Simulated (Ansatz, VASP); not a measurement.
Cl in VASP and in Ansatz

```
Cl
1.0
     3.12000   -2.24000    0.00000
     3.12000    2.24000    0.00000
     0.00000    0.00000    8.26000
Cl
4
Direct
  0.13000 0.87000 0.10000
  0.63000 0.37000 0.40000
  0.85968 0.22836 0.89069
  0.37000 0.63000 0.60000
```

Change from the starting cell: one atom moved.

Alike in both runs: task single point; functional PBEsol; k mesh 8 × 8 × 4; occupations gaussian, width 0.02 eV; no spin polarisation.

|  | VASP | Ansatz |
| --- | --- | --- |
| version | VASP 6.6.1 | Ansatz 0.2.0 |
| potentials or method | VASP PAW PBE potentials, release 64 (Cl), cutoff 500 eV | scalar-relativistic, plane waves, PAW |
| valence electrons in the cell | 28 | 28 |

|  | VASP | Ansatz | Ansatz less VASP |
| --- | --- | --- | --- |
| gap on the k mesh at the Fermi level (eV) | 1.38 | 1.35 | -0.028 |
| least direct gap on the mesh (eV) | 1.46 | 1.43 | -0.029 |
| pressure (GPa) | -3.5 | -3.3 | +0.23 |
| traceless stress, the component that is largest in VASP (GPa) | 3.80 | 3.65 | -0.157 |
| rms of the force components (eV/Å) | 0.921 | 0.891 | -0.0294 |

VASP's potentials were made for PBE, not for PBEsol. Atom by atom the forces differ by 0.064 eV/Å (rms over components).
